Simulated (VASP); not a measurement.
# Si (I4/mmm) in VASP: further runs

The runs below take Si through single point, with LDA.

All numbers are computed with VASP 6.6.1; they aren't measurements. Logs are shortened: lines on timing, memory, paths and dates and some standing lists are left out, and cuts for length are marked.

## (1) The cell of the first run

Symmetry: I4/mmm, No. 139, tetragonal system. The conventional cell has a = 3.271 Å, b = 3.271 Å, c = 2.649 Å, α = 90.00°, β = 90.00°, γ = 90.00°. Within 3.5 Å of Si (site symmetry 4/mmm) lie 14 Si at 2.65 to 3.27 Å.

## (2) Single point, LDA (strain +0.000 along x and y, +0.015 along z)

INCAR reads:

```
ALGO = Normal ; EDIFF = 1E-6
ENCUT = 520 ; GGA = CA
ISIF = 2 ; ISMEAR = 0
LASPH = T ; LCHARG = T
LELF = T ; LREAL = F
LVHAR = T ; LWAVE = F
NBANDS = 8 ; NELM = 80
PREC = Accurate ; SIGMA = 0.15
```

KPOINTS reads:

```
k-points
0
Gamma
  28 28 28
```

POSCAR reads:

```
Si
1.0
   -1.6356629409      1.6356629409      1.3243844741
    1.6356629409     -1.6356629409      1.3243844741
    1.6356629409      1.6356629409     -1.3243844741
Si
1
Direct
    0.0000000000      0.0000000000      0.0000000000
```

Potentials or basis: VASP PAW LDA potentials, release 64 (Si).

Run with:

```console
cat potpaw_LDA.64/Si/POTCAR > POTCAR
mpirun -np 1 vasp_std > vasp.out
```

OUTCAR:

```text
EDIFF = 1E-6
   ENCUT = 520
   GGA = CA
   ISIF = 2
   ISMEAR = 0
   LASPH = T
   LREAL = F
   NELM = 80
   PREC = Accurate

 ion  position               nearest neighbor table
   1  0.000  0.000  0.000-

  LATTYP: Found a body centered tetragonal cell.
 ALAT       =     3.2713258818
 C/A-ratio  =     0.8096927802

  Lattice vectors:

 A1 = (  -1.6356629409,   1.6356629409,   1.3243844741)
 A2 = (   1.6356629409,  -1.6356629409,   1.3243844741)
 A3 = (   1.6356629409,   1.6356629409,  -1.3243844741)

Analysis of symmetry for initial positions (statically):
=====================================================================
 Subroutine PRICEL returns:
 Original cell was already a primitive cell.

 Routine SETGRP: Setting up the symmetry group for a
 body centered tetragonal supercell.

 Subroutine GETGRP returns: Found 16 space group operations
 (whereof 16 operations were pure point group operations)
 out of a pool of 16 trial point group operations.

The static configuration has the point symmetry D_4h.

Analysis of symmetry for dynamics (positions and initial velocities):
=====================================================================
 Subroutine PRICEL returns:
 Original cell was already a primitive cell.

 Routine SETGRP: Setting up the symmetry group for a
 body centered tetragonal supercell.

 Subroutine GETGRP returns: Found 16 space group operations
 (whereof 16 operations were pure point group operations)
 out of a pool of 16 trial point group operations.

The dynamic configuration has the point symmetry D_4h.

 Subroutine INISYM returns: Found 16 space group operations
 (whereof 16 operations are pure point group operations),
 and found     1 'primitive' translations

----------------------------------------------------------------------------------------

                                     Primitive cell

  volume of cell :      14.1730

  direct lattice vectors                    reciprocal lattice vectors
    -1.635662941  1.635662941  1.324384474     0.000000000  0.305686451  0.377533873
     1.635662941 -1.635662941  1.324384474     0.305686451  0.000000000  0.377533873
     1.635662941  1.635662941 -1.324384474     0.305686451  0.305686451  0.000000000

  length of vectors
     2.665479459  2.665479459  2.665479459     0.485773643  0.485773643  0.432305925

  position of ions in fractional coordinates (direct lattice)
     0.000000000  0.000000000  0.000000000

  ion indices of the primitive-cell ions
   primitive index   ion index
                 1           1

----------------------------------------------------------------------------------------

 KPOINTS: k-points

Automatic generation of k-mesh.
 Grid dimensions read from file:
 generate k-points for:   28   28   28

 Generating k-lattice:

  Cartesian coordinates                     Fractional coordinates (reciprocal lattice)
     0.000000000  0.010917373  0.013483353     0.035714286 -0.000000000  0.000000000
     0.010917373  0.000000000  0.013483353    -0.000000000  0.035714286  0.000000000
     0.010917373  0.010917373  0.000000000     0.000000000  0.000000000  0.035714286

  Length of vectors
     0.017349059  0.017349059  0.015439497

  Shift w.r.t. Gamma in fractional coordinates (k-lattice)
     0.000000000  0.000000000  0.000000000

 Subroutine IBZKPT returns following result:
 ===========================================

 Found   1639 irreducible k-points:

 Following reciprocal coordinates:
            Coordinates               Weight
  0.000000  0.000000  0.000000      1.000000
  0.035714 -0.000000  0.000000      8.000000
  0.071429 -0.000000  0.000000      8.000000
  0.107143 -0.000000  0.000000      8.000000
  0.142857  0.000000 -0.000000      8.000000
  0.178571  0.000000 -0.000000      8.000000
[... 16 lines left out ...]
  0.285714  0.035714  0.000000     16.000000
  0.321429  0.035714  0.000000     16.000000
 [... further k-points ...]
   k-points           NKPTS =   1639   k-points in BZ     NKDIM =   1639   number of bands    NBANDS=      8
   number of dos      NEDOS =    301   number of ions     NIONS =      1
   total plane-waves  NPLWV =   8000
   dimension x,y,z NGX =    20 NGY =   20 NGZ =   20
   dimension x,y,z NGXF=    40 NGYF=   40 NGZF=   40
   ions per type =               1
   NGX,Y,Z   is equivalent  to a cutoff of  12.47, 12.47, 12.47 a.u.
   NGXF,Y,Z  is equivalent  to a cutoff of  24.95, 24.95, 24.95 a.u.
 SYSTEM =  unknown system
   PREC   = accura    normal or accurate (medium, high low for compatibility)
   ISTART =      0    job   : 0-new  1-cont  2-samecut
   ICHARG =      2    charge: 1-file 2-atom 10-const
   ISPIN  =      1    spin polarized calculation?
   LNONCOLLINEAR =      F non collinear calculations
   LSORBIT =      F    spin-orbit coupling
   LASPH  =      T    aspherical Exc in radial PAW
   ENCUT  =  520.0 eV  38.22 Ry    6.18 a.u.   4.96  4.96  4.96*2*pi/ulx,y,z
   NELM   =     80;   NELMIN=  2; NELMDL= -5     # of ELM steps
   EDIFF  = 0.1E-05   stopping-criterion for ELM
   LREAL  =      F    real-space projection
   EDIFFG = 0.1E-04   stopping-criterion for IOM
   NSW    =      0    number of steps for IOM
   IBRION =     -1    ionic relax: 0-MD 1-quasi-New 2-CG
   NFREE  =      0    steps in history (QN), initial steepest desc. (CG)
   ISIF   =      2    stress and relaxation
   ISYM   =      2    0-nonsym 1-usesym 2-fastsym
   POTIM  = 0.5000    time-step for ionic-motion
   TEBEG  =    0.0;   TEEND  =   0.0 temperature during run
   PSTRESS=    0.0 pullay stress
   NELECT =       4.0000    total number of electrons
   NUPDOWN=      -1.0000    fix difference up-down
   EMIN   =  10.00;   EMAX   =-10.00  energy-range for DOS
   EFERMI =   0.00;   METHOD = LEGACY
   ISMEAR =     0;   SIGMA  =   0.15  broadening in eV -4-tet -1-fermi 0-gaus
   EFERMI_NEDOS =   21; number of points for ismear=-14 and -15
   IALGO  =     38    algorithm
   IMIX   =      4    mixing-type and parameters
     AMIX     =   0.40;   BMIX     =  1.00
     AMIX_MAG =   1.60;   BMIX_MAG =  1.00
  volume/ion in A,a.u.               =      14.17        95.64
  Fermi-wavevector in a.u.,A,eV,Ry     =   1.073843  2.029270 15.689416  1.153140
  Thomas-Fermi vector in A             =   2.209654
   LORBIT       =      0    0 simple, 1 ext, 2 COOP (PROOUT), +10 PAW based schemes
   GGA     = CA    functional components
   LHFCALC =     F    Hartree Fock is set to
   AEXX    =    0.0000 exact exchange contribution
   IVDW    =     0    specifies the selected vdW correction
   LEPSILON=     F    determine dielectric tensor
   LRPA    =     F    only Hartree local field effects (RPA)
 non-spin polarized calculation
 Gauss-broadening in eV      SIGMA  =   0.15
  energy-cutoff  :      520.00
  volume of cell :       14.17
 maximum number of plane-waves:       394
   NGX =  9   NGY =  9   NGZ =  9

 number of electron       3.9999999 magnetization

 Free energy of the ion-electron system (eV)
  ---------------------------------------------------
  ext. energy  EPLUGINS =         0.00000000
  ---------------------------------------------------
  free energy    TOTEN  =        -5.56472682 eV

  energy without entropy =       -5.55993717  energy(sigma->0) =       -5.56233200

 E-fermi :  10.3471     XC(G=0): -11.3379

 val. band max:       10.3429472546   @ k =  -0.2500   0.3214   0.2500
 cond. band min:      10.3526640397   @ k =  -0.3571  -0.4643   0.2143
 fundamental gap:      0.0097167851
 Fermi energy:        10.3470630827

 k-point     1 :       0.0000    0.0000    0.0000
  band No.  band energies     occupation
      1      -4.2037      2.00000
      2      19.8830      0.00000
      3      20.2152      0.00000
      4      20.2152      0.00000
      5      23.2311      0.00000
      6      23.8531      0.00000
      7      25.4965      0.00000
      8      25.4965      0.00000

 k-point     2 :       0.0357   -0.0000    0.0000
  band No.  band energies     occupation
      1      -4.1601      2.00000
      2      19.2454      0.00000
      3      20.0833      0.00000
      4      20.8832      0.00000
      5      22.8096      0.00000
      6      24.1317      0.00000
      7      25.2543      0.00000
      8      25.3636      0.00000

 k-point     3 :       0.0714   -0.0000    0.0000
  band No.  band energies     occupation
      1      -4.0293      2.00000
      2      18.5232      0.00000
      3      19.7494      0.00000
      4      21.6395      0.00000
      5      21.8307      0.00000
      6      24.6728      0.00000
      7      24.7463      0.00000
      8      25.0585      0.00000

 k-point     4 :       0.1071   -0.0000    0.0000
  band No.  band energies     occupation
      1      -3.8115      2.00000
      2      17.8618      0.00000
      3      19.3160      0.00000
      4      20.5029      0.00000
      5      22.0584      0.00000
      6      24.4912      0.00000
      7      24.5228      0.00000
      8      25.4906      0.00000

 k-point     5 :       0.1429    0.0000   -0.0000
  band No.  band energies     occupation
      1      -3.5069      2.00000
      2      17.2698      0.00000
      3      18.7550      0.00000
      4      19.0890      0.00000
      5      21.7721      0.00000
      6      23.9639      0.00000
      7      24.9802      0.00000
      8      26.3578      0.00000

 k-point     6 :       0.1786    0.0000   -0.0000
  band No.  band energies     occupation
      1      -3.1160      2.00000
      2      16.7501      0.00000
      3      17.3054      0.00000
      4      18.4975      0.00000
      5      21.0931      0.00000
      6      23.3339      0.00000
      7      25.9562      0.00000
      8      27.3210      0.00000

 k-point     7 :       0.2143   -0.0000    0.0000
  band No.  band energies     occupation
      1      -2.6392      2.00000
      2      15.6771      0.00000
      3      16.3037      0.00000
      4      18.1012      0.00000
      5      20.3333      0.00000
      6      22.6809      0.00000
      7      27.1311      0.00000
      8      27.6399      0.00000

 k-point     8 :       0.2500   -0.0000    0.0000
  band No.  band energies     occupation
      1      -2.0772      2.00000
      2      14.0546      0.00000
      3      15.9304      0.00000
      4      17.7617      0.00000
      5      19.5922      0.00000
      6      22.0414      0.00000
      7      27.6137      0.00000
      8      28.4147      0.00000

 k-point     9 :       0.2857    0.0000    0.0000
  band No.  band energies     occupation
      1      -1.4307      2.00000
      2      12.4655      0.00000
      3      15.6292      0.00000
      4      17.4773      0.00000
      5      18.9052      0.00000
      6      21.4421      0.00000
      7      27.6767      0.00000
      8      29.7722      0.00000

 k-point    10 :       0.3214   -0.0000    0.0000
  band No.  band energies     occupation
      1      -0.7006      2.00000
      2      10.9242      0.00000
      3      15.3978      0.00000
      4      17.2480      0.00000
      5      18.2892      0.00000
      6      20.9018      0.00000
      7      27.8174      0.00000
      8      31.1795      0.00000
[... 78 lines left out ...]
 k-point    18 :       0.1071    0.0357    0.0000
  band No.  band energies     occupation
      1      -3.6098      2.00000
      2      17.6751      0.00000
      3      19.3340      0.00000
      4      19.7058      0.00000
      5      21.5516      0.00000
      6      23.4477      0.00000
      7      24.5464      0.00000
      8      26.2184      0.00000

 k-point    19 :       0.1429    0.0357   -0.0000
  band No.  band energies     occupation
      1      -3.2529      2.00000
      2      17.1404      0.00000
      3      17.9184      0.00000
      4      19.0982      0.00000
      5      20.9842      0.00000
      6      23.1996      0.00000
      7      25.0496      0.00000
      8      27.1028      0.00000

 k-point    20 :       0.1786    0.0357    0.0000
  band No.  band energies     occupation
      1      -2.8100      2.00000
      2      16.3099      0.00000
      3      16.6796      0.00000
      4      18.6076      0.00000
      5      20.2841      0.00000
      6      22.6926      0.00000
      7      26.0574      0.00000
      8      26.8697      0.00000

 k-point    21 :       0.2143    0.0357    0.0000
  band No.  band energies     occupation
      1      -2.2816      2.00000
      2      14.6957      0.00000
      3      16.2753      0.00000
      4      18.1273      0.00000
      5      19.6307      0.00000
      6      22.1090      0.00000
      7      26.7661      0.00000
      8      27.2637      0.00000

 k-point    22 :       0.2500    0.0357    0.0000
  band No.  band energies     occupation
      1      -1.6684      2.00000
      2      13.0989      0.00000
      3      15.9415      0.00000
      4      17.6492      0.00000
      5      19.0777      0.00000
      6      21.5325      0.00000
      7      26.7793      0.00000
      8      28.5737      0.00000

 k-point    23 :       0.2857    0.0357    0.0000
  band No.  band energies     occupation
      1      -0.9712      2.00000
      2      11.5421      0.00000
      3      15.6714      0.00000
      4      17.1796      0.00000
      5      18.6381      0.00000
      6      21.0039      0.00000
      7      26.8886      0.00000
      8      29.9518      0.00000

 k-point    24 :       0.3214    0.0357    0.0000
  band No.  band energies     occupation
      1      -0.1909      2.00000
      2      10.0378      1.99646
      3      15.4563      0.00000
      4      16.7427      0.00000
      5      18.3007      0.00000
      6      20.5492      0.00000
      7      27.0815      0.00000
      8      31.3687      0.00000

 [... further k-points ...]

------------------------ aborting loop because EDIFF is reached ----------------------------------------

  FORCE on cell =-STRESS in cart. coord.  units (eV):
  Direction    XX          YY          ZZ          XY          YZ          ZX
  --------------------------------------------------------------------------------------
  -------------------------------------------------------------------------------------
  Total       -0.1139890     -0.1139890     -0.1596612      0.0000000      0.0000000      0.0000000
  in kB      -12.8858131    -12.8858131    -18.0487933      0.0000000      0.0000000      0.0000000
  external PRESSURE =     -14.6068065 kB  Pullay stress =       0.0000000 kB

 VOLUME and BASIS-vectors are now :
 -----------------------------------------------------------------------------
  energy-cutoff  :      520.00
  volume of cell :       14.17
      direct lattice vectors                 reciprocal lattice vectors
    -1.635662941  1.635662941  1.324384474     0.000000000  0.305686451  0.377533873
     1.635662941 -1.635662941  1.324384474     0.305686451  0.000000000  0.377533873
     1.635662941  1.635662941 -1.324384474     0.305686451  0.305686451  0.000000000

 POSITION                                       TOTAL-FORCE (eV/Angst)
 -----------------------------------------------------------------------------------
      0.00000      0.00000      0.00000        -0.000000      0.000000      0.000000
 -----------------------------------------------------------------------------------
    total drift:                                0.000000      0.000000     -0.000000

  FREE ENERGIE OF THE ION-ELECTRON SYSTEM (eV)
  ---------------------------------------------------
  free  energy   TOTEN  =        -5.5647268213 eV

  energy  without entropy=       -5.5599371708  energy(sigma->0) =       -5.56233200
```

Run time: 57 s. Hardware: 1 thread of Intel Xeon Platinum 8559C (Emerald Rapids), shared host; peak memory 0.24 GiB.

Results:

```
Free energy            : -5.5647 eV
Pressure               : -1.5 GPa
Band gap on the k mesh : zero (band 2 reaches 19.99 eV, above the bottom of band 3 at 6.74 eV)
```

Levels at points of the mesh, in eV from the Fermi level:
| k point | band 1 | band 2 | band 3 | band 4 | band 5 |
| --- | --- | --- | --- | --- | --- |
| (0.00, 0.00, 0.00) | -14.55 | 9.54 | 9.87 | 9.87 | 12.88 |
| (0.50, 0.00, 0.00) | -6.32 | -6.03 | 4.69 | 6.35 | 6.45 |
| (0.50, 0.50, 0.00) | -8.49 | -7.26 | 8.87 | 11.48 | 11.50 |
| (0.50, 0.50, 0.50) | -2.37 | -2.37 | -1.58 | 1.28 | 4.16 |

Caveat: the cell differs from its parent crystal (strain +0.000 along x and y, +0.015 along z).

(Part 1 of 2 ends here.)
